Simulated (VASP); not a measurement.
**Pt: single point with PBEsol**

Pt:

```xyz
1
Lattice="-1.9755 1.5866 1.5866 1.5866 -1.9755 1.5866 1.5866 1.5866 -1.9755" Properties=species:S:1:pos:R:3 pbc="T T T"
Pt    0.0000    0.0000    0.0000
```

* Program: VASP 6.6.1
* Task: single point
* Functional: PBEsol
* Potentials or basis: VASP PAW PBE potentials, release 64 (Pt)
* Cutoff: 520 eV
* k mesh: 22 × 22 × 22
* Occupations: gaussian, width 0.15 eV
* Spin: no spin polarisation
* Dipole correction: no
* Further INCAR settings: ALGO = Fast; EDIFF = 1e-07; NBANDS = 11

```json
{"Pressure": "86.9 GPa", "Band gap on the k mesh": "zero (bands 5 and 6 overlap by 5.47 eV)"}
```

Stress tensor (GPa, compression positive):
```
86.90 92.57 92.57
92.57 86.90 92.57
92.57 92.57 86.90
```

Levels at points of the mesh, in eV from the Fermi level:
| k point | band 2 | band 3 | band 4 | band 5 | band 6 | band 7 | band 8 | band 9 |
| --- | --- | --- | --- | --- | --- | --- | --- | --- |
| (0.00, 0.00, 0.00) | -9.40 | -4.70 | -4.70 | 0.81 | 0.81 | 12.21 | 15.18 | 15.18 |
| (0.50, 0.00, 0.00) | -7.54 | -2.68 | -2.23 | 0.16 | 2.52 | 11.92 | 13.04 | 15.89 |
| (0.50, 0.50, 0.00) | -7.39 | -2.21 | -1.74 | 0.89 | 1.23 | 1.82 | 9.12 | 19.42 |
| (0.50, 0.50, 0.50) | -8.89 | -1.47 | -1.47 | 2.04 | 8.03 | 8.03 | 9.64 | 17.80 |

Wall time 64 s on 1 thread of Intel(R) Xeon(R) 6975P-C (Granite Rapids), on a shared host, peak memory 0.3 GiB.

Caveat: the cell stands under pressure; the PAW data sets were made with another functional, which shifts forces and pressure a little; spin-orbit coupling is left out, which moves the levels of the heavy elements.
